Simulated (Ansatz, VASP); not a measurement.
# One calculation of Zn3S5, two programs

```
CELL_PARAMETERS angstrom
3.80271 0.00000 0.00000
-1.90135 3.29324 0.00000
0.00000 0.00000 11.96418
ATOMIC_POSITIONS crystal
Zn 0.66667 0.33333 0.87529
Zn 0.33333 0.66667 0.12471
Zn 0.00000 0.00000 0.50000
S 0.00000 0.00000 0.00000
S 0.66667 0.33333 0.22129
S 0.66667 0.33333 0.39737
S 0.33333 0.66667 0.77871
S 0.33333 0.66667 0.60263
```

Alike in both runs: functional PBE; k mesh 12 × 12 × 4; occupations gaussian, width 0.1 eV; no spin polarisation.

Ansatz relaxed the structure, and its values are those at the end. VASP's run is a single point on that final structure, the one shown.

|  | VASP | Ansatz |
| --- | --- | --- |
| version | VASP 6.6.1 | Ansatz 0.2.0 |
| potentials or method | VASP PAW PBE potentials, release 64 (Zn, S), cutoff 520 eV | scalar-relativistic, plane waves, PAW |
| valence electrons in the cell | 66 | 66 |

```csv
,VASP,Ansatz,Ansatz less VASP
gap on the k mesh at the Fermi level (eV),none,none,-
pressure (GPa),0.0,0.0,+0.02
rms of the force components (eV/Å),0.045,0.001,-0.0441
```

A gap of «none» marks a metal or a gap that the smearing closes.
